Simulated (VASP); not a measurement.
The system is CaSe.

```xyz
2
Lattice="0.0000 2.9949 2.9949 2.9949 0.0000 2.9949 2.9949 2.9949 0.0000" Properties=species:S:1:pos:R:3 pbc="T T T"
Ca    0.0000    0.0000    0.0000
Se    2.9949    2.9949    2.9949
```

| Property | Result |
| --- | --- |
| Program | VASP 6.6.1 |
| Task | relaxation of cell and atoms |
| Functional | PBE |
| Dispersion | D3(BJ) |
| Potentials or basis | VASP PAW PBE potentials, release 64 (Ca_sv, Se) |
| Cutoff | 600 eV |
| k mesh | 7 × 7 × 7 |
| Occupations | fermi-dirac, width 0.02 eV |
| Spin | no spin polarisation |

At the start: pressure -2.7 GPa; volume 26.86 Å³/atom.

Question: How do energy, volume and symmetry change on relaxing?

Answer: Over 3 steps the energy falls by 13.0 meV/atom and the volume is 25.37 Å³/atom (-5.5 %); space group Fm-3m (No. 225, to 0.05 Å).

The path:
```tsv
step	energy change (eV)	largest force (eV/Å)	pressure (GPa)	volume (Å³)
1	0.0000	0.0000	-2.66	53.73
2	-0.0254	0.0000	0.45	50.33
3	-0.0260	0.0000	0.01	50.75
```

Final structure:
```yaml
crystal:
  lattice:
    - [0.00000, 2.93855, 2.93855]
    - [2.93855, 0.00000, 2.93855]
    - [2.93855, 2.93855, 0.00000]
  atoms:
    - { symbol: Ca, position: [0.00000, 0.00000, 0.00000] }
    - { symbol: Se, position: [0.50000, 0.50000, 0.50000] }
```
